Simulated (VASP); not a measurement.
Write the native input for VASP 6.6.1 that does the following.

| Quantity | Value |
| --- | --- |
| Task | single point |
| Functional | PBE |
| Potentials or basis | VASP PAW PBE potentials, release 64 (Cu) |
| Cutoff | 520 eV |
| k mesh | 20 × 20 × 20 |
| Occupations | gaussian, width 0.05 eV |
| Spin | no spin polarisation |
| Dipole correction | no |
| Further INCAR settings | ALGO = Normal; EDIFF = 1e-06; NBANDS = 12 |

The structure of Cu lies in POSCAR:

```
Cu
1.0
   -1.4326306573      1.4326306573      1.4326306573
    1.4326306573     -1.4326306573      1.4326306573
    1.4326306573      1.4326306573     -1.4326306573
Cu
1
Direct
    0.0000000000      0.0000000000      0.0000000000
```

These files were run (other wordings do the same):

INCAR

```
  ALGO = Normal
  EDIFF = 1E-6
  ENCUT = 520
  GGA = PE
  ISIF = 2
  ISMEAR = 0
  LASPH = T
  LCHARG = F
  LREAL = F
  LWAVE = F
  NBANDS = 12
  NELM = 60
  PREC = Accurate
  SIGMA = 0.05
```

KPOINTS

```
k-points
0
Gamma
  20 20 20
```

Potentials or basis: VASP PAW PBE potentials, release 64 (Cu).

The run is started by

```console
$ cat potpaw_PBE.64/Cu/POTCAR > POTCAR
$ mpirun -np 1 vasp_std > vasp.out
```

It gave:

```
Pressure : 3.5 GPa
```

Wall time 24 s on 1 thread of Intel Xeon 6975P-C (shared host), peak memory 0.14 GiB.
